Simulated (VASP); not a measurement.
SbS3: relaxation of cell and atoms with PBE

The system is SbS3.

```
Sb S
1.0
    -2.77038    2.77038    2.77038
     2.77038   -2.77038    2.77038
     2.77038    2.77038   -2.77038
Sb S
1 3
Direct
  0.00000 0.00000 0.00000
  0.00000 0.50000 0.50000
  0.50000 0.00000 0.50000
  0.50000 0.50000 0.00000
```

```yaml
Program: VASP 6.6.1
Task: relaxation of cell and atoms
Functional: PBE
Potentials_or_basis: VASP PAW PBE potentials, release 64 (Sb, S)
Cutoff: 600 eV
k_mesh: 12 × 12 × 12
Occupations: gaussian, width 0.1 eV
Spin: no spin polarisation
Dipole_correction: no
Further_INCAR_settings: ALGO = Normal; EDIFF = 1e-07; IBRION = 2; EDIFFG = -0.01; NSW = 100; ISIF = 3
```

```
Relaxed volume                         : 20.83 Å³/atom
Relaxed cell                           : a = 4.765 Å, b = 4.765 Å, c = 4.765 Å, α = 109.47°, β = 109.47°, γ = 109.47°
Space group after relaxing (to 0.05 Å) : Im-3m (No. 229)
Energy gained by relaxing              : 2.1 meV/atom
Ionic steps                            : 3
Pressure after relaxing                : 0.0 GPa
```

The path:
| step | energy change (eV) | largest force (eV/Å) | pressure (GPa) | volume (Å³) |
| --- | --- | --- | --- | --- |
| 1 | 0.0000 | 0.0000 | -1.48 | 85.05 |
| 2 | -0.0070 | 0.0000 | 0.60 | 82.65 |
| 3 | -0.0082 | 0.0000 | 0.00 | 83.31 |

Final structure:
```
CELL_PARAMETERS angstrom
-2.75129 2.75129 2.75129
2.75129 -2.75129 2.75129
2.75129 2.75129 -2.75129
ATOMIC_POSITIONS crystal
Sb 0.00000 0.00000 0.00000
S 0.00000 0.50000 0.50000
S 0.50000 0.00000 0.50000
S 0.50000 0.50000 0.00000
```

Levels at points of the mesh, in eV from the Fermi level:
```tsv
k point	band 7	band 8	band 9	band 10	band 11	band 12	band 13	band 14	band 15
(0.00, 0.00, 0.00)	-5.12	-5.08	-5.08	-5.08	1.20	1.20	1.20	2.67	2.67
(0.50, 0.00, 0.00)	-3.31	-2.77	-2.70	-2.65	-1.78	-0.34	0.25	0.54	1.67
(0.50, 0.50, 0.50)	-7.06	-3.38	-3.38	-3.38	1.79	1.79	1.79	4.86	4.86
```

It took 4 min on 1 thread of AMD EPYC 7R13 Processor (Zen 3), with other jobs on the host, peak memory 0.27 GiB.

Caveat: the bands computed are all filled at some k points, so no gap is given; spin-orbit coupling is left out, which moves the levels of the heavy elements.
